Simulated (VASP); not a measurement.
# WC (Qusongite) (P-6m2) in VASP: notebook, part 2 of 2

VASP 6.6.1.

## 3. Single point, PBE

This run uses another cell than the first one, of 9.84 Å³/atom, 0.948 times its volume.

INCAR

```
ALGO = Normal
EDIFF = 1E-6
ENCUT = 520
GGA = PE
ISIF = 2
ISMEAR = -1
LASPH = True
LCHARG = False
LREAL = False
LWAVE = False
NBANDS = 16
NELM = 80
PREC = Accurate
SIGMA = 0.05
```

KPOINTS

```
k-points
0
Gamma
  10 10 9
```

POSCAR

```
WC
1.0
    2.8520512461      0.0000000000      0.0000000000
   -1.4260256230      2.4699488320      0.0000000000
    0.0000000000      0.0000000000      2.7928804826
W C
1 1
Direct
    0.0000000000      0.0000000000      0.0000000000
    0.6666666667      0.3333333333      0.5000000000
```

Potentials or basis: VASP PAW PBE potentials, release 64 (W_sv, C).

Command:

```console
$ cat potpaw_PBE.64/W_sv/POTCAR potpaw_PBE.64/C/POTCAR > POTCAR
$ mpirun -np 1 vasp_std > vasp.out
```

OUTCAR:

```text
EDIFF = 1E-6
   ENCUT = 520
   GGA = PE
   ISIF = 2
   ISMEAR = -1
   LASPH = True
   LREAL = False
   NELM = 80
   PREC = Accurate

 ion  position               nearest neighbor table
   1  0.000  0.000  0.000-   2 2.16   2 2.16   2 2.16   2 2.16   2 2.16   2 2.16
   2  0.667  0.333  0.500-   1 2.16   1 2.16   1 2.16   1 2.16   1 2.16   1 2.16

  LATTYP: Found a hexagonal cell.
 ALAT       =     2.8520512461
 C/A-ratio  =     0.9792532608

  Lattice vectors:

 A1 = (   2.8520512461,   0.0000000000,   0.0000000000)
 A2 = (  -1.4260256230,   2.4699488320,   0.0000000000)
 A3 = (   0.0000000000,   0.0000000000,   2.7928804826)

Analysis of symmetry for initial positions (statically):
=====================================================================
 Subroutine PRICEL returns:
 Original cell was already a primitive cell.

 Routine SETGRP: Setting up the symmetry group for a
 hexagonal supercell.

 Subroutine GETGRP returns: Found 12 space group operations
 (whereof 12 operations were pure point group operations)
 out of a pool of 24 trial point group operations.

The static configuration has the point symmetry D_3h.

Analysis of symmetry for dynamics (positions and initial velocities):
=====================================================================
 Subroutine PRICEL returns:
 Original cell was already a primitive cell.

 Routine SETGRP: Setting up the symmetry group for a
 hexagonal supercell.

 Subroutine GETGRP returns: Found 12 space group operations
 (whereof 12 operations were pure point group operations)
 out of a pool of 24 trial point group operations.

The dynamic configuration has the point symmetry D_3h.

 Subroutine INISYM returns: Found 12 space group operations
 (whereof 12 operations are pure point group operations),
 and found     1 'primitive' translations

[... 101 lines left out ...]
   ISYM   =      2    0-nonsym 1-usesym 2-fastsym
   POTIM  = 0.5000    time-step for ionic-motion
   TEBEG  =    0.0;   TEEND  =   0.0 temperature during run
   PSTRESS=    0.0 pullay stress
   NELECT =      18.0000    total number of electrons
   NUPDOWN=      -1.0000    fix difference up-down
   EMIN   =  10.00;   EMAX   =-10.00  energy-range for DOS
[... 5 lines left out ...]
     AMIX     =   0.40;   BMIX     =  1.00
     AMIX_MAG =   1.60;   BMIX_MAG =  1.00
  volume/ion in A,a.u.               =       9.84        66.38
  Fermi-wavevector in a.u.,A,eV,Ry     =   1.589278  3.003299 34.365644  2.525804
  Thomas-Fermi vector in A             =   2.688152
   LORBIT       =      0    0 simple, 1 ext, 2 COOP (PROOUT), +10 PAW based schemes
   GGA     = PE    functional components
   LHFCALC =     F    Hartree Fock is set to
   AEXX    =    0.0000 exact exchange contribution
   IVDW    =     0    specifies the selected vdW correction
   LEPSILON=     F    determine dielectric tensor
   LRPA    =     F    only Hartree local field effects (RPA)
 non-spin polarized calculation
  energy-cutoff  :      520.00
  volume of cell :       19.67
 maximum number of plane-waves:       543
 NGX is ok and might be reduce to    24
   NGX = 11   NGY = 11   NGZ = 11

 number of electron      18.0000000 magnetization

 Free energy of the ion-electron system (eV)
  ---------------------------------------------------
  ext. energy  EPLUGINS =         0.00000000
  ---------------------------------------------------
  free energy    TOTEN  =       -22.32113186 eV

  energy without entropy =      -22.31916197  energy(sigma->0) =      -22.32014691

 E-fermi :  11.8422     XC(G=0): -14.1008

 val. band max:       11.7498406144   @ k =   0.0000   0.0000   0.3333
 cond. band min:      11.8551881890   @ k =   0.1000  -0.0000   0.3333
 fundamental gap:      0.1053475747
 Fermi energy:        11.8422499824

 k-point     1 :       0.0000    0.0000    0.0000
  band No.  band energies     occupation
      1     -62.0322      2.00000
      2     -26.0225      2.00000
      3     -25.8823      2.00000
      4     -25.8823      2.00000
      5      -3.0082      2.00000
      6       7.2258      2.00000
[... 433 lines left out ...]
      3     -26.1578      2.00000
      4     -25.9821      2.00000
      5       0.6296      2.00000
      6       4.6615      2.00000
[... 8 lines left out ...]
     15      25.9898      0.00000
     16      30.0177      0.00000

 [... further k-points ...]
[... 5 lines left out ...]
  --------------------------------------------------------------------------------------
  -------------------------------------------------------------------------------------
  Total        3.8462960      3.8462960      3.8881558      0.0000000     -0.0000000      0.0000000
  in kB      313.2244482    313.2244482    316.6333199      0.0000000     -0.0000000      0.0000000
  external PRESSURE =     314.3607388 kB  Pullay stress =       0.0000000 kB

 VOLUME and BASIS-vectors are now :
 -----------------------------------------------------------------------------
  energy-cutoff  :      520.00
  volume of cell :       19.67
      direct lattice vectors                 reciprocal lattice vectors
     2.852051246  0.000000000  0.000000000     0.350624836  0.202433343  0.000000000
    -1.426025623  2.469948832  0.000000000     0.000000000  0.404866687  0.000000000
     0.000000000  0.000000000  2.792880483     0.000000000  0.000000000  0.358053274

 POSITION                                       TOTAL-FORCE (eV/Angst)
 -----------------------------------------------------------------------------------
      0.00000      0.00000      0.00000         0.000000     -0.000000      0.000000
      1.42603      0.82332      1.39644        -0.000000      0.000000      0.000000
 -----------------------------------------------------------------------------------
    total drift:                               -0.000000      0.000000      0.000000

  FREE ENERGIE OF THE ION-ELECTRON SYSTEM (eV)
  ---------------------------------------------------
  free  energy   TOTEN  =       -22.3211318606 eV

  energy  without entropy=      -22.3191619678  energy(sigma->0) =      -22.32014691
```

OSZICAR:

```text
N       E                     dE             d eps       ncg     rms          rms(c)
DAV:   1     0.110047394622E+03    0.11005E+03   -0.93903E+03  2248   0.126E+03
DAV:   2    -0.222395425586E+02   -0.13229E+03   -0.12768E+03  2688   0.338E+02
DAV:   3    -0.253563993342E+02   -0.31169E+01   -0.31077E+01  2432   0.497E+01
DAV:   4    -0.253716313009E+02   -0.15232E-01   -0.15231E-01  2920   0.391E+00
DAV:   5    -0.253717383097E+02   -0.10701E-03   -0.10701E-03  2432   0.308E-01    0.361E+01
DAV:   6    -0.223871183909E+02    0.29846E+01   -0.54902E+00  2680   0.257E+01    0.103E+01
DAV:   7    -0.223479893726E+02    0.39129E-01   -0.38880E-01  2328   0.478E+00    0.699E+00
DAV:   8    -0.223223370927E+02    0.25652E-01   -0.46531E-02  2488   0.182E+00    0.119E+00
DAV:   9    -0.223211626855E+02    0.11744E-02   -0.28091E-03  2496   0.378E-01    0.104E-01
DAV:  10    -0.223211375149E+02    0.25171E-04   -0.26491E-04  2584   0.187E-01    0.649E-02
DAV:  11    -0.223211328573E+02    0.46576E-05   -0.17781E-05  2672   0.383E-02    0.805E-03
DAV:  12    -0.223211318606E+02    0.99664E-06   -0.27773E-06  2456   0.147E-02
   1 F= -.22321132E+02 E0= -.22320147E+02  d E =-.196989E-02
```

It took 8.5 s on 1 thread of Intel Xeon 6975P-C (Granite Rapids), shared host; peak memory 0.15 GiB.

Results:

| Quantity | Value |
| --- | --- |
| Free energy | -22.3211 eV |
| Pressure | 31.4 GPa |
| Band gap on the k mesh | zero (band 9 reaches 12.51 eV, above the bottom of band 10 at 11.26 eV) |

Stress tensor (GPa, compression positive):
```
31.32  0.00  0.00
 0.00 31.32  0.00
 0.00  0.00 31.66
```

Levels at points of the mesh, in eV from the Fermi level:
```csv
k point,band 7,band 8,band 9,band 10,band 11,band 12
"(0.00, 0.00, 0.00)",-3.52,-3.52,0.08,3.50,3.50,5.93
"(0.50, 0.00, 0.00)",-3.88,-3.81,-0.46,2.52,4.91,5.31
```

Caveat: spin-orbit coupling is left out, which moves the levels of the heavy elements.
